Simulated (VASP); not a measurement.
# PbS (Pm-3m) in VASP: further runs

PbS is run at these levels: PBE+U; tasks: single point.

Program: VASP 6.6.1. These are calculated values, not measurements. Logs are shortened: lines on timing, memory, paths and dates and some standing lists are left out, and cuts for length are marked.

## 1. The cell of the first run

It takes space group Pm-3m (No. 221, cubic). The conventional cell has a = 3.654 Å, b = 3.654 Å, c = 3.654 Å, α = 90.00°, β = 90.00°, γ = 90.00°. Pb (site symmetry m-3m) has 8 S at 3.16 Å and 6 Pb at 3.65 Å within 4.2 Å. Within 4.2 Å of S (site symmetry m-3m) lie 8 Pb at 3.16 Å and 6 S at 3.65 Å.

## 2. Single point, PBE+U

The input, INCAR:

```
SYSTEM = PbS
PREC = Accurate
ENCUT = 500
EDIFF = 1E-6
ISMEAR = -1
SIGMA = 0.008617333262145177
LREAL = .False.
LASPH = .True.
NELM = 200
ALGO = Normal
ISIF = 2
LWAVE = .False.
LCHARG = .False.
LDAU = .True.
LDAUTYPE = 2
LDAUL = -1 1
LDAUU = 0 1.3
LDAUJ = 0 0
LDAUPRINT = 1
GGA = PE
NBANDS = 17
ISYM = 0
GGA_COMPAT = .False.
```

The input, KPOINTS:

```
Automatic mesh
0
Gamma
  4 1 1
  0 0 0
```

The input, POSCAR:

```
PbS
1.0
    3.6536590000      0.0000000000      0.0000000000
    0.0000000000      3.6536590000      0.0000000000
    0.0000000000      0.0000000000      3.6536590000
Pb S
1 1
Direct
    0.0000000000      0.0000000000      0.0000000000
    0.5000000000      0.5000000000      0.5000000000
```

Potentials or basis: VASP PAW PBE potentials, release 64 (Pb_d, S).

Launch:

```console
$ cat potpaw_PBE.64/Pb_d/POTCAR potpaw_PBE.64/S/POTCAR > POTCAR
$ mpirun -np 1 vasp_std > vasp.out
```

OUTCAR:

```text
SYSTEM = PbS
   PREC = Accurate
   ENCUT = 500
   EDIFF = 1E-6
   ISMEAR = -1
   LREAL = .False.
   LASPH = .True.
   NELM = 200
   ISIF = 2
   GGA = PE
   ISYM = 0

 ion  position               nearest neighbor table
   1  0.000  0.000  0.000-   2 3.16   2 3.16   2 3.16   2 3.16   2 3.16   2 3.16   2 3.16   2 3.16

   2  0.500  0.500  0.500-   1 3.16   1 3.16   1 3.16   1 3.16   1 3.16   1 3.16   1 3.16   1 3.16

IMPORTANT INFORMATION: All symmetrisations will be switched off!
NOSYMM: (Re-)initialisation of all symmetry stuff for point group C_1.

----------------------------------------------------------------------------------------

                                     Primitive cell

  volume of cell :      48.7735

  direct lattice vectors                    reciprocal lattice vectors
     3.653659000  0.000000000  0.000000000     0.273698230  0.000000000  0.000000000
     0.000000000  3.653659000  0.000000000     0.000000000  0.273698230  0.000000000
     0.000000000  0.000000000  3.653659000     0.000000000  0.000000000  0.273698230

  length of vectors
     3.653659000  3.653659000  3.653659000     0.273698230  0.273698230  0.273698230

  position of ions in fractional coordinates (direct lattice)
     0.000000000  0.000000000  0.000000000
     0.500000000  0.500000000  0.500000000

  ion indices of the primitive-cell ions
   primitive index   ion index
                 1           1
                 2           2

----------------------------------------------------------------------------------------

 KPOINTS: Automatic mesh

Automatic generation of k-mesh.
 Grid dimensions read from file:
 generate k-points for:    4    1    1

 Generating k-lattice:

  Cartesian coordinates                     Fractional coordinates (reciprocal lattice)
     0.068424557  0.000000000  0.000000000     0.250000000  0.000000000  0.000000000
     0.000000000  0.273698230  0.000000000     0.000000000  1.000000000  0.000000000
     0.000000000  0.000000000  0.273698230     0.000000000  0.000000000  1.000000000

  Length of vectors
     0.068424557  0.273698230  0.273698230

  Shift w.r.t. Gamma in fractional coordinates (k-lattice)
     0.000000000  0.000000000  0.000000000

 -----------------------------------------------------------------------------
|                                                                             |
|           W    W    AA    RRRRR   N    N  II  N    N   GGGG   !!!           |
|           W    W   A  A   R    R  NN   N  II  NN   N  G    G  !!!           |
|           W    W  A    A  R    R  N N  N  II  N N  N  G       !!!           |
|           W WW W  AAAAAA  RRRRR   N  N N  II  N  N N  G  GGG   !            |
|           WW  WW  A    A  R   R   N   NN  II  N   NN  G    G                |
|           W    W  A    A  R    R  N    N  II  N    N   GGGG   !!!           |
|                                                                             |
|     Your reciprocal lattice and k-lattice belong to different lattice       |
|     classes:                                                                |
|                                                                             |
|        The reciprocal lattice is simple cubic,                              |
|        whereas your k-lattice is simple tetragonal.                         |
|                                                                             |
|     Results are often still useful ...                                      |
|                                                                             |
 -----------------------------------------------------------------------------

 WARNING: IBZKPT: internal override: KBLOWUP is changed to .FALSE.
      ... skipping the blow-up phase ...

 Subroutine IBZKPT returns following result:
 ===========================================

 Found      3 irreducible k-points:

 Following reciprocal coordinates:
            Coordinates               Weight
  0.000000  0.000000  0.000000      1.000000
  0.250000  0.000000  0.000000      2.000000
  0.500000  0.000000  0.000000      1.000000
   k-points           NKPTS =      3   k-points in BZ     NKDIM =      3   number of bands    NBANDS=     17
   number of dos      NEDOS =    301   number of ions     NIONS =      2
   total plane-waves  NPLWV =  21952
   dimension x,y,z NGX =    28 NGY =   28 NGZ =   28
   dimension x,y,z NGXF=    56 NGYF=   56 NGZF=   56
   ions per type =               1   1
   NGX,Y,Z   is equivalent  to a cutoff of  12.74, 12.74, 12.74 a.u.
   NGXF,Y,Z  is equivalent  to a cutoff of  25.48, 25.48, 25.48 a.u.
 SYSTEM =  PbS
   PREC   = accura    normal or accurate (medium, high low for compatibility)
   ISTART =      0    job   : 0-new  1-cont  2-samecut
   ICHARG =      2    charge: 1-file 2-atom 10-const
   ISPIN  =      1    spin polarized calculation?
   LNONCOLLINEAR =      F non collinear calculations
   LSORBIT =      F    spin-orbit coupling
   LASPH  =      T    aspherical Exc in radial PAW
   ENCUT  =  500.0 eV  36.75 Ry    6.06 a.u.   6.66  6.66  6.66*2*pi/ulx,y,z
   NELM   =    200;   NELMIN=  2; NELMDL= -5     # of ELM steps
   EDIFF  = 0.1E-05   stopping-criterion for ELM
   LREAL  =      F    real-space projection
   EDIFFG = 0.1E-04   stopping-criterion for IOM
   NSW    =      0    number of steps for IOM
   IBRION =     -1    ionic relax: 0-MD 1-quasi-New 2-CG
   NFREE  =      0    steps in history (QN), initial steepest desc. (CG)
   ISIF   =      2    stress and relaxation
   ISYM   =      0    0-nonsym 1-usesym 2-fastsym
   POTIM  = 0.5000    time-step for ionic-motion
   TEBEG  =    0.0;   TEEND  =   0.0 temperature during run
   PSTRESS=    0.0 pullay stress
   NELECT =      20.0000    total number of electrons
   NUPDOWN=      -1.0000    fix difference up-down
   EMIN   =  10.00;   EMAX   =-10.00  energy-range for DOS
   EFERMI =   0.00;   METHOD = LEGACY
   ISMEAR =    -1;   SIGMA  =   0.01  broadening in eV -4-tet -1-fermi 0-gaus
   EFERMI_NEDOS =   21; number of points for ismear=-14 and -15
   IALGO  =     38    algorithm
   IMIX   =      4    mixing-type and parameters
     AMIX     =   0.40;   BMIX     =  1.00
     AMIX_MAG =   1.60;   BMIX_MAG =  1.00
  volume/ion in A,a.u.               =      24.39       164.57
  Fermi-wavevector in a.u.,A,eV,Ry     =   1.216252  2.298383 20.126668  1.479268
  Thomas-Fermi vector in A             =   2.351612
   LORBIT       =      0    0 simple, 1 ext, 2 COOP (PROOUT), +10 PAW based schemes
 LDA+U is selected, type is set to LDAUTYPE =  2
   angular momentum for each species LDAUL =    -1    1
   U (eV)           for each species LDAUU =   0.0  1.3
   J (eV)           for each species LDAUJ =   0.0  0.0
   GGA     = PE    functional components
   LHFCALC =     F    Hartree Fock is set to
   AEXX    =    0.0000 exact exchange contribution
   IVDW    =     0    specifies the selected vdW correction
   LEPSILON=     F    determine dielectric tensor
   LRPA    =     F    only Hartree local field effects (RPA)
 non-spin polarized calculation
  energy-cutoff  :      500.00
  volume of cell :       48.77
 maximum number of plane-waves:      1245
 NGX is ok and might be reduce to    28
   NGX = 13   NGY = 13   NGZ = 13

 number of electron      19.9999995 magnetization

 Free energy of the ion-electron system (eV)
  ---------------------------------------------------
  ext. energy  EPLUGINS =         0.00000000
  ---------------------------------------------------
  free energy    TOTEN  =        -3.79958579 eV

  energy without entropy =       -3.79940766  energy(sigma->0) =       -3.79949673

 E-fermi :   6.5530     XC(G=0): -10.0204

 val. band max:        6.5030572885   @ k =   0.5000   0.0000   0.0000
 cond. band min:       6.6028791678   @ k =   0.5000   0.0000   0.0000
 fundamental gap:      0.0998218793
 Fermi energy:         6.5529682742

 k-point     1 :       0.0000    0.0000    0.0000
  band No.  band energies     occupation
      1     -11.3309      2.00000
      2     -11.1932      2.00000
      3     -11.0953      2.00000
      4     -11.0057      2.00000
      5     -11.0057      2.00000
      6      -6.5561      2.00000
      7      -0.4435      2.00000
      8       5.0591      2.00000
      9       5.0591      2.00000
     10       5.0663      2.00000
     11      11.7946      0.00000
     12      11.9635      0.00000
     13      12.7146      0.00000
     14      12.7146      0.00000
     15      12.7878      0.00000
     16      19.1566      0.00000
     17      19.2031      0.00000

 k-point     2 :       0.2500    0.0000    0.0000
  band No.  band energies     occupation
      1     -11.3266      2.00000
      2     -11.1197      2.00000
      3     -11.0927      2.00000
      4     -11.0328      2.00000
      5     -11.0328      2.00000
      6      -5.9817      2.00000
      7      -1.5012      2.00000
      8       5.0699      2.00000
      9       5.6004      2.00000
     10       5.6004      2.00000
     11       9.6294      0.00000
     12      11.3623      0.00000
     13      11.3623      0.00000
     14      12.4586      0.00000
     15      15.0631      0.00000
     16      17.4718      0.00000
     17      19.0518      0.00000

 k-point     3 :       0.5000    0.0000    0.0000
  band No.  band energies     occupation
      1     -11.3222      2.00000
      2     -11.0901      2.00000
      3     -11.0597      2.00000
      4     -11.0597      2.00000
      5     -11.0468      2.00000
      6      -4.9386      2.00000
      7      -3.0368      2.00000
      8       6.3984      2.00000
      9       6.3984      2.00000
     10       6.5031      1.99391
     11       6.6029      0.00609
     12       9.8912      0.00000
     13       9.8912      0.00000
     14      13.4107      0.00000
     15      15.3134      0.00000
     16      19.2208      0.00000
     17      20.1294      0.00000

------------------------ aborting loop because EDIFF is reached ----------------------------------------

  FORCE on cell =-STRESS in cart. coord.  units (eV):
  Direction    XX          YY          ZZ          XY          YZ          ZX
  --------------------------------------------------------------------------------------
  -------------------------------------------------------------------------------------
  Total       -0.3174340      5.3603939      5.3606215     -0.0000237      0.0000493      0.0000135
  in kB      -10.4274950    176.0853618    176.0928367     -0.0007787      0.0016190      0.0004446
  external PRESSURE =     113.9169012 kB  Pullay stress =       0.0000000 kB

 VOLUME and BASIS-vectors are now :
 -----------------------------------------------------------------------------
  energy-cutoff  :      500.00
  volume of cell :       48.77
      direct lattice vectors                 reciprocal lattice vectors
     3.653659000  0.000000000  0.000000000     0.273698230  0.000000000  0.000000000
     0.000000000  3.653659000  0.000000000     0.000000000  0.273698230  0.000000000
     0.000000000  0.000000000  3.653659000     0.000000000  0.000000000  0.273698230

 POSITION                                       TOTAL-FORCE (eV/Angst)
 -----------------------------------------------------------------------------------
      0.00000      0.00000      0.00000        -0.000101     -0.000047      0.000007
      1.82683      1.82683      1.82683         0.000101      0.000047     -0.000007
 -----------------------------------------------------------------------------------
    total drift:                                0.000057     -0.000024     -0.000004

  FREE ENERGIE OF THE ION-ELECTRON SYSTEM (eV)
  ---------------------------------------------------
  free  energy   TOTEN  =        -3.7995857935 eV

  energy  without entropy=       -3.7994076600  energy(sigma->0) =       -3.79949673
```

It took 3.2 s on 1 thread of Intel Xeon 6975P-C (Granite Rapids), shared host; peak memory 0.15 GiB.

Results:

* Free energy: -3.7996 eV
* Pressure: 11.4 GPa
* Band gap on the k mesh: 0.10 eV

Levels at points of the mesh, in eV from the valence-band top:
| k point | band 7 | band 8 | band 9 | band 10 | band 11 | band 12 | band 13 | band 14 |
| --- | --- | --- | --- | --- | --- | --- | --- | --- |
| (0.00, 0.00, 0.00) | -6.95 | -1.44 | -1.44 | -1.44 | 5.29 | 5.46 | 6.21 | 6.21 |
| (0.50, 0.00, 0.00) | -9.54 | -0.10 | -0.10 | 0.00 | 0.10 | 3.39 | 3.39 | 6.91 |

Caveat: the k points lie up to 1.72 Å⁻¹ apart; spin-orbit coupling is left out, which moves the levels of the heavy elements; an odd mesh through Γ misses points on the zone boundary, where band edges can lie.

## 3. Single point, PBE+U

The input, INCAR:

```
SYSTEM = PbS
ALGO = Normal
EDIFF = 1E-6
ENCUT = 500
GGA = PE
GGA_COMPAT = .FALSE.
ISIF = 2
ISMEAR = 0
LASPH = .TRUE.
LCHARG = .TRUE.
LDAU = .TRUE.
LDAUJ = 0 0
LDAUL = -1 1
LDAUPRINT = 1
LDAUTYPE = 2
LDAUU = 0 1.4
LELF = .TRUE.
LREAL = .FALSE.
LVHAR = .TRUE.
LWAVE = .FALSE.
NBANDS = 17
NELM = 200
PREC = Accurate
SIGMA = 0.1
```

The input, KPOINTS:

```
k-points
0
G
  2 2 2
  0 0 0
```

POSCAR is that of step 2.

Potentials or basis: VASP PAW PBE potentials, release 64 (Pb_d, S).

Launch:

```console
$ cat potpaw_PBE.64/Pb_d/POTCAR potpaw_PBE.64/S/POTCAR > POTCAR
$ mpirun -np 1 vasp_std > vasp.out
```

Run time: 3.2 s. Hardware: 1 thread of Intel Xeon 6975P-C (Granite Rapids), shared host; peak memory 0.15 GiB.

Results (log left out):

```
Free energy            : -6.0286 eV
Pressure               : -4.0 GPa
Band gap on the k mesh : zero (bands 10 and 11 overlap by 0.33 eV)
```

Levels at points of the mesh, in eV from the Fermi level:
```
           k point  band 6  band 7  band 8  band 9  band 10  band 11  band 12  band 13  band 14  band 15
(0.00, 0.00, 0.00)  -12.98   -6.54   -1.39   -1.39    -1.39     5.74     5.74     6.76     6.76     6.76
(0.50, 0.00, 0.00)  -11.74   -8.75   -0.29   -0.29     0.10     0.54     4.18     4.18     6.99     9.46
(0.50, 0.50, 0.00)  -11.00   -7.00   -4.20   -4.20    -0.10     4.41     4.41     6.18     7.45     9.68
(0.50, 0.50, 0.50)  -10.78   -5.70   -2.17   -2.17    -2.17    -0.23    -0.23    -0.23    13.96    13.96
```

Caveat: the k points lie up to 0.86 Å⁻¹ apart; semilocal functionals underestimate gaps, so a narrow gap can read as zero; spin-orbit coupling is left out, which moves the levels of the heavy elements; U without spin polarisation on a metal has little footing.

## 4. Single point, PBE+U

The input, INCAR:

```
PREC     = Accurate       # precision mode
ENCUT    = 500            # plane-wave cutoff, eV
EDIFF    = 1E-6           # SCF threshold, eV
ISMEAR   = 0              # smearing method
SIGMA    = 0.1            # smearing width, eV
LREAL    = F              # projectors in reciprocal space
LASPH    = T              # aspherical terms in the spheres
NELM     = 200            # most SCF steps
ALGO     = Normal         # electronic algorithm
ISIF     = 2              # what is computed and relaxed
LWAVE    = F              # write WAVECAR
LCHARG   = F              # write CHGCAR
LDAU     = T              # DFT+U
LDAUTYPE = 2            
LDAUL    = -1 1           # shell
LDAUU    = 0 6.3          # U, eV
LDAUJ    = 0 0          
LDAUPRINT= 1            
GGA      = PE             # functional
NBANDS   = 17             # bands
GGA_COMPAT= F
```

The input, KPOINTS:

```
Automatic mesh
0
Gamma
  4 4 4
```

POSCAR is that of step 3.

Launch:

```console
$ cat potpaw_PBE.64/Pb_d/POTCAR potpaw_PBE.64/S/POTCAR > POTCAR
$ mpirun -np 1 vasp_std > vasp.out
```

It took 3.7 s on 1 thread of Intel Xeon 6975P-C (Granite Rapids), shared host; peak memory 0.15 GiB.

Results (log left out):

```
Free energy            : -3.7017 eV
Pressure               : 0.3 GPa
Band gap on the k mesh : zero (bands 10 and 11 overlap by 0.51 eV)
```

Levels at points of the mesh, in eV from the Fermi level:
```csv
k point,band 6,band 7,band 8,band 9,band 10,band 11,band 12,band 13,band 14,band 15
"(0.00, 0.00, 0.00)",-13.29,-6.79,-1.43,-1.43,-1.43,5.44,5.44,6.64,6.64,6.64
"(0.50, 0.00, 0.00)",-12.08,-8.94,-0.27,-0.27,0.06,0.30,3.95,3.95,6.64,9.28
"(0.50, 0.50, 0.00)",-11.34,-7.20,-4.34,-4.34,-0.07,4.34,4.34,5.96,7.12,9.41
"(0.50, 0.50, 0.50)",-11.12,-5.91,-2.23,-2.23,-2.23,-0.45,-0.45,-0.45,13.85,13.85
```

Caveat: the k points lie up to 0.43 Å⁻¹ apart, too coarse for converged energies and pressures of a metal; semilocal functionals underestimate gaps, so a narrow gap can read as zero; spin-orbit coupling is left out, which moves the levels of the heavy elements; U without spin polarisation on a metal has little footing.

## 5. Single point, PBE+U

The input, INCAR:

```
SYSTEM = PbS
ALGO = Normal
EDIFF = 1E-6
ENCUT = 500
GGA = PE
GGA_COMPAT = .FALSE.
ISIF = 2
ISMEAR = 0
LASPH = .TRUE.
LCHARG = .TRUE.
LDAU = .TRUE.
LDAUJ = 0 0
LDAUL = -1 1
LDAUPRINT = 1
LDAUTYPE = 2
LDAUU = 0 8.8
LELF = .TRUE.
LREAL = .FALSE.
LVHAR = .TRUE.
LWAVE = .FALSE.
NBANDS = 17
NELM = 200
PREC = Accurate
SIGMA = 0.1
```

The input, KPOINTS:

```
k-points
0
G
  4 4 4
  0 0 0
```

POSCAR is that of step 4.

Launch:

```console
$ cat potpaw_PBE.64/Pb_d/POTCAR potpaw_PBE.64/S/POTCAR > POTCAR
$ mpirun -np 1 vasp_std > vasp.out
```

Run time: 3.9 s. Hardware: 1 thread of Intel Xeon 6975P-C (Granite Rapids), shared host; peak memory 0.15 GiB.

It converged, with:

```yaml
Free_energy: -1.9431 eV
Pressure: 0.7 GPa
Band_gap_on_the_k_mesh: zero (bands 10 and 11 overlap by 0.57 eV)
```

Levels at points of the mesh, in eV from the Fermi level:
```csv
k point,band 8,band 9,band 10,band 11,band 12,band 13
"(0.00, 0.00, 0.00)",-1.45,-1.45,-1.45,5.33,5.33,6.61
"(0.50, 0.00, 0.00)",-0.27,-0.27,0.05,0.20,3.87,3.87
"(0.50, 0.50, 0.00)",-4.38,-4.38,-0.06,4.32,4.32,5.91
"(0.50, 0.50, 0.50)",-2.25,-2.25,-2.25,-0.52,-0.52,-0.52
```

Caveat: the k points lie up to 0.43 Å⁻¹ apart, too coarse for converged energies and pressures of a metal; semilocal functionals underestimate gaps, so a narrow gap can read as zero; spin-orbit coupling is left out, which moves the levels of the heavy elements; U without spin polarisation on a metal has little footing.

## 6. Overview

```csv
U,k mesh,smearing,gap on the mesh (eV),pressure (GPa)
S p U = 1.3 eV,4 × 1 × 1,fermi-dirac 0.00861733 eV,0.10,11.4
S p U = 1.4 eV,2 × 2 × 2,gaussian 0.1 eV,none,-4.0
S p U = 6.3 eV,4 × 4 × 4,gaussian 0.1 eV,none,0.3
S p U = 8.8 eV,4 × 4 × 4,gaussian 0.1 eV,none,0.7
```

Alike in all rows: task single point; level PBE+U; potentials or basis VASP PAW PBE potentials, release 64 (Pb_d, S); no spin polarisation; cell as given; cutoff (eV) 500.

Caveats: all runs use coarse meshes; spin-orbit coupling is left out, which moves the levels of the heavy elements; semilocal functionals underestimate gaps, so a narrow gap can read as zero (at least some runs); U without spin polarisation on a metal has little footing (at least some runs); an odd mesh through Γ misses points on the zone boundary, where band edges can lie (at least some runs).

Total energies depend on the potentials used, so only differences within one code and one set of settings carry meaning.
